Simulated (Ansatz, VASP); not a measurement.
## Two plane-wave programs on Li

INCAR

```
  PREC = Accurate
  ENCUT = 520
  EDIFF = 1E-6
  ISMEAR = -1
  SIGMA = 0.05
  LREAL = False
  LASPH = True
  NELM = 80
  ALGO = Normal
  ISIF = 2
  LWAVE = False
  LCHARG = False
  NBANDS = 12
```

Contents of KPOINTS:

```
Automatic mesh
0
Gamma
  12 12 12
```

Contents of POSCAR:

```
Li
1.0
    1.5505000000      0.8951800000      7.5883000000
   -1.5505000000      0.8951800000      7.5883000000
    0.0000000000     -1.7903600000      7.5883000000
Li
3
Direct
    0.0000000000      0.0000000000      0.0000000000
    0.2132145452      0.2132145452      0.2132145452
    0.7780000000      0.7780000000      0.7780000000
```

Input for Ansatz:

```yaml
crystal:
  lattice:
    - [1.5505, 0.89518, 7.5883]
    - [-1.5505, 0.89518, 7.5883]
    - [0.0, -1.79036, 7.5883]
  atoms:
    - { symbol: Li, position: [0.0, 0.0, 0.0] }
    - { symbol: Li, position: [0.2132145451989686, 0.21321454519896862, 0.2132145451989686] }
    - { symbol: Li, position: [0.7779999999999999, 0.778, 0.7779999999999999] }
basis:
  ecutwfc: 476.19925930478996
kpoints:
  mp_grid:
    grid: [12, 12, 12]
hamiltonian:
  xc: lda
scf:
  occupations:
    method: fermi_dirac
    width: 0.05
output:
  forces: true
```

Alike in both runs: task single point; functional LDA; k mesh 12 × 12 × 12; occupations fermi-dirac, width 0.05 eV; no spin polarisation.

|  | VASP | Ansatz |
| --- | --- | --- |
| version | VASP 6.6.1 | Ansatz 0.2.0 |
| potentials or method | VASP PAW LDA potentials, release 64 (Li_sv), cutoff 520 eV | plane waves, PAW |
| valence electrons in the cell | 9 | 9 |

```csv
,VASP,Ansatz,Ansatz less VASP
rms of the force components (eV/Å),0.093,0.092,-0.0009
```

LDA's correlation is that of Perdew and Zunger in VASP and of Perdew and Wang (1992) in Ansatz. Atom by atom the forces differ by 0.001 eV/Å (rms over components).

Noted on VASP's run: the cutoff is under 1.25 times that of the potentials, so the pressure is a little rough.
